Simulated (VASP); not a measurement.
BaCu3, 4 atoms in the cell. It takes space group Pm-3m (No. 221, cubic). Conventional cell: a = 4.450 Å, b = 4.450 Å, c = 4.450 Å, α = 90.00°, β = 90.00°, γ = 90.00°. Ba (site symmetry m-3m) has 12 Cu at 3.15 Å within 4.1 Å. Cu (site symmetry 4/mmm) has 4 Ba at 3.15 Å and 8 Cu at 3.15 Å within 4.1 Å. 

| Property | Result |
| --- | --- |
| Program | VASP 6.6.1 |
| Task | single point |
| Functional | PBE |
| Potentials or basis | VASP PAW PBE potentials, release 64 (Ba_sv, Cu) |
| Cutoff | 520 eV |
| k mesh | 8 × 8 × 8 |
| Occupations | gaussian, width 0.05 eV |
| Spin | no spin polarisation |
| Dipole correction | no |
| Further INCAR settings | ALGO = Fast; EDIFF = 1e-06; NBANDS = 30 |

Potentials or basis: VASP PAW PBE potentials, release 64 (Ba_sv, Cu).

Launch:

```bash
$ cat potpaw_PBE.64/Ba_sv/POTCAR potpaw_PBE.64/Cu/POTCAR > POTCAR
$ mpirun -np 1 vasp_std > vasp.out
```

Hardware: 1 thread of Intel(R) Xeon(R) 6975P-C (Granite Rapids), with other jobs on the host.

Q: Estimate the wall time of this run.

A: Wall time 71 s on 1 thread of Intel(R) Xeon(R) 6975P-C (Granite Rapids), with other jobs on the host, peak memory 0.25 GiB. Counts: scf iterations 20, k points 35.
